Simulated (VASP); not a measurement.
# Bi (C2/m) in VASP: further runs, part 2 of 2

VASP 6.6.1. Earlier steps stand in the parts before.

### 3 Single point, PBE

This run uses another cell than the first one, of 34.71 Å³/atom, 1.041 times its volume.

INCAR

```
SYSTEM = Bi
PREC = Accurate
ENCUT = 520
EDIFF = 1E-6
ISMEAR = -1
SIGMA = 0.05
LREAL = .False.
LASPH = .True.
NELM = 80
ALGO = Fast
ISIF = 2
LWAVE = .False.
LCHARG = .False.
GGA = PE
NBANDS = 22
```

KPOINTS

```
regular mesh
0
Gamma
  6 6 9
  0 0 0
```

POSCAR

```
Bi
1.0
    3.5117019713     -3.1533241543      0.0000000000
    3.5117019713      3.1533241543      0.0000000000
   -1.2685811704      0.0000000000      3.1341701374
Bi
2
Direct
    0.7530610000      0.7530610000      0.8573820000
    0.2469390000      0.2469390000      0.1426180000
```

Potentials or basis: VASP PAW PBE potentials, release 64 (Bi_d).

On the command line:

```console
$ cat potpaw_PBE.64/Bi_d/POTCAR > POTCAR
$ mpirun -np 1 vasp_std > vasp.out
```

OUTCAR:

```text
SYSTEM = Bi
   PREC = Accurate
   ENCUT = 520
   EDIFF = 1E-6
   ISMEAR = -1
   LREAL = .False.
   LASPH = .True.
   NELM = 80
   ISIF = 2
   GGA = PE

 ion  position               nearest neighbor table
   1  0.753  0.753  0.857-   2 3.23   2 3.30   2 3.30   2 3.47
   2  0.247  0.247  0.143-   1 3.23   1 3.30   1 3.30   1 3.47

  LATTYP: Found a base centered monoclinic cell.
 ALAT       =     7.0234039426
 B/A-ratio  =     0.8979475423
 C/A-ratio  =     0.4814149259
 COS(beta)  =    -0.3751898342

  Lattice vectors:

 A1 = (   3.5117019713,  -3.1533241543,   0.0000000000)
 A2 = (   3.5117019713,   3.1533241543,   0.0000000000)
 A3 = (  -1.2685811704,   0.0000000000,   3.1341701374)

Analysis of symmetry for initial positions (statically):
=====================================================================
 Subroutine PRICEL returns:
 Original cell was already a primitive cell.

 Routine SETGRP: Setting up the symmetry group for a
 base centered monoclinic supercell.

 Subroutine GETGRP returns: Found  4 space group operations
 (whereof  4 operations were pure point group operations)
 out of a pool of  4 trial point group operations.

The static configuration has the point symmetry C_2h.

Analysis of symmetry for dynamics (positions and initial velocities):
=====================================================================
 Subroutine PRICEL returns:
 Original cell was already a primitive cell.

 Routine SETGRP: Setting up the symmetry group for a
 base centered monoclinic supercell.

 Subroutine GETGRP returns: Found  4 space group operations
 (whereof  4 operations were pure point group operations)
[... 106 lines left out ...]
   IBRION =     -1    ionic relax: 0-MD 1-quasi-New 2-CG
   NFREE  =      0    steps in history (QN), initial steepest desc. (CG)
   ISIF   =      2    stress and relaxation
   ISYM   =      2    0-nonsym 1-usesym 2-fastsym
   POTIM  = 0.5000    time-step for ionic-motion
   TEBEG  =    0.0;   TEEND  =   0.0 temperature during run
   PSTRESS=    0.0 pullay stress
   NELECT =      30.0000    total number of electrons
   NUPDOWN=      -1.0000    fix difference up-down
   EMIN   =  10.00;   EMAX   =-10.00  energy-range for DOS
   EFERMI =   0.00;   METHOD = LEGACY
   ISMEAR =    -1;   SIGMA  =   0.05  broadening in eV -4-tet -1-fermi 0-gaus
   EFERMI_NEDOS =   21; number of points for ismear=-14 and -15
   IALGO  =     68    algorithm
   IMIX   =      4    mixing-type and parameters
     AMIX     =   0.40;   BMIX     =  1.00
     AMIX_MAG =   1.60;   BMIX_MAG =  1.00
  volume/ion in A,a.u.               =      34.71       234.21
  Fermi-wavevector in a.u.,A,eV,Ry     =   1.237758  2.339023 20.844726  1.532044
  Thomas-Fermi vector in A             =   2.372312
   LORBIT       =      0    0 simple, 1 ext, 2 COOP (PROOUT), +10 PAW based schemes
   GGA     = PE    functional components
   LHFCALC =     F    Hartree Fock is set to
   AEXX    =    0.0000 exact exchange contribution
   IVDW    =     0    specifies the selected vdW correction
   LEPSILON=     F    determine dielectric tensor
   LRPA    =     F    only Hartree local field effects (RPA)
 non-spin polarized calculation
 RMM-DIIS sequential band-by-band and
  energy-cutoff  :      520.00
  volume of cell :       69.41
 maximum number of plane-waves:      1879
   NGX = 17   NGY = 17   NGZ = 13

 number of electron      30.0000005 magnetization

 Free energy of the ion-electron system (eV)
  ---------------------------------------------------
  ext. energy  EPLUGINS =         0.00000000
  ---------------------------------------------------
  free energy    TOTEN  =        -7.68562035 eV

  energy without entropy =       -7.67725677  energy(sigma->0) =       -7.68143856

 E-fermi :   6.5270     XC(G=0):  -9.6909

 val. band max:        6.5165570263   @ k =   0.3333   0.3333   0.3333
 cond. band min:       6.5675417646   @ k =   0.1667   0.1667   0.0000
 fundamental gap:      0.0509847383
 Fermi energy:         6.5270308347

 k-point     1 :       0.0000    0.0000    0.0000
  band No.  band energies     occupation
      1     -16.4088      2.00000
      2     -16.3817      2.00000
      3     -16.3399      2.00000
      4     -16.3178      2.00000
      5     -16.2422      2.00000
      6     -16.2187      2.00000
[... 589 lines left out ...]
     21      15.6072      0.00000
     22      15.7341      0.00000

 [... further k-points ...]
[... 5 lines left out ...]
  --------------------------------------------------------------------------------------
  -------------------------------------------------------------------------------------
  Total       -0.3941597     -0.6996307     -0.1083571      0.0000000      0.0000000     -0.1105772
  in kB       -9.0979587    -16.1488121     -2.5010889      0.0000000      0.0000000     -2.5523320
  external PRESSURE =      -9.2492866 kB  Pullay stress =       0.0000000 kB

 VOLUME and BASIS-vectors are now :
 -----------------------------------------------------------------------------
  energy-cutoff  :      520.00
  volume of cell :       69.41
      direct lattice vectors                 reciprocal lattice vectors
     3.511701971 -3.153324154  0.000000000     0.142381103 -0.158562829  0.057629924
     3.511701971  3.153324154  0.000000000     0.142381103  0.158562829  0.057629924
    -1.268581170  0.000000000  3.134170137     0.000000000  0.000000000  0.319063725

 POSITION                                       TOTAL-FORCE (eV/Angst)
 -----------------------------------------------------------------------------------
      4.20139      0.00000      2.68718         0.059489      0.000000      0.029577
      1.55343      0.00000      0.44699        -0.059489      0.000000     -0.029577
 -----------------------------------------------------------------------------------
    total drift:                               -0.000000      0.000000      0.000000

  FREE ENERGIE OF THE ION-ELECTRON SYSTEM (eV)
  ---------------------------------------------------
  free  energy   TOTEN  =        -7.6856203505 eV

  energy  without entropy=       -7.6772567655  energy(sigma->0) =       -7.68143856
```

OSZICAR:

```text
N       E                     dE             d eps       ncg     rms          rms(c)
DAV:   1     0.301469576131E+03    0.30147E+03   -0.16295E+04  4274   0.165E+03
DAV:   2     0.174352322771E+02   -0.28403E+03   -0.27704E+03  4322   0.434E+02
DAV:   3    -0.683100120550E+01   -0.24266E+02   -0.23980E+02  5150   0.140E+02
DAV:   4    -0.764971276250E+01   -0.81871E+00   -0.81827E+00  5150   0.282E+01
DAV:   5    -0.768527963245E+01   -0.35567E-01   -0.35566E-01  6158   0.535E+00    0.752E-01
RMM:   6    -0.768354044308E+01    0.17392E-02   -0.15878E-02  4938   0.134E+00    0.463E-01
RMM:   7    -0.768521712941E+01   -0.16767E-02   -0.13913E-02  4839   0.115E+00    0.114E-01
RMM:   8    -0.768551034557E+01   -0.29322E-03   -0.31677E-03  5637   0.661E-01    0.181E-02
RMM:   9    -0.768561372860E+01   -0.10338E-03   -0.11332E-03  6937   0.268E-01    0.188E-02
RMM:  10    -0.768562499130E+01   -0.11263E-04   -0.15484E-04  7219   0.989E-02    0.163E-02
RMM:  11    -0.768562327377E+01    0.17175E-05   -0.16522E-05  6159   0.392E-02    0.984E-03
RMM:  12    -0.768561999417E+01    0.32796E-05   -0.95145E-06  4985   0.394E-02    0.970E-03
RMM:  13    -0.768562035050E+01   -0.35633E-06   -0.41272E-06  3661   0.197E-02
   1 F= -.76856204E+01 E0= -.76814386E+01  d E =-.836359E-02
```

It took 59 s on 1 thread of AMD EPYC 9R45 (Zen 5), shared host; peak memory 0.22 GiB.

What came out:

```yaml
Free_energy: -7.6856 eV
Pressure: -0.9 GPa
Largest_force: 0.066 eV/Å
Band_gap_on_the_k_mesh: zero (band 15 reaches 9.64 eV, above the bottom of band 16 at 4.89 eV)
```

Forces on the atoms (eV/Å):
```
Bi   0.059  0.000  0.030
Bi  -0.059  0.000 -0.030
```

Levels at points of the mesh, in eV from the Fermi level:
```csv
k point,band 11,band 12,band 13,band 14,band 15,band 16,band 17,band 18,band 19,band 20
"(0.00, 0.00, 0.00)",-12.96,-9.18,-2.98,-2.71,2.83,3.01,3.67,4.02,4.18,6.62
"(0.50, 0.00, 0.00)",-11.56,-11.36,-1.11,-0.95,-0.71,-0.63,3.36,4.45,7.60,8.31
"(0.50, 0.50, 0.00)",-11.18,-10.94,-4.79,-4.78,3.10,3.82,5.06,5.40,8.73,9.57
```

Caveat: spin-orbit coupling is left out, which moves the levels of the heavy elements.
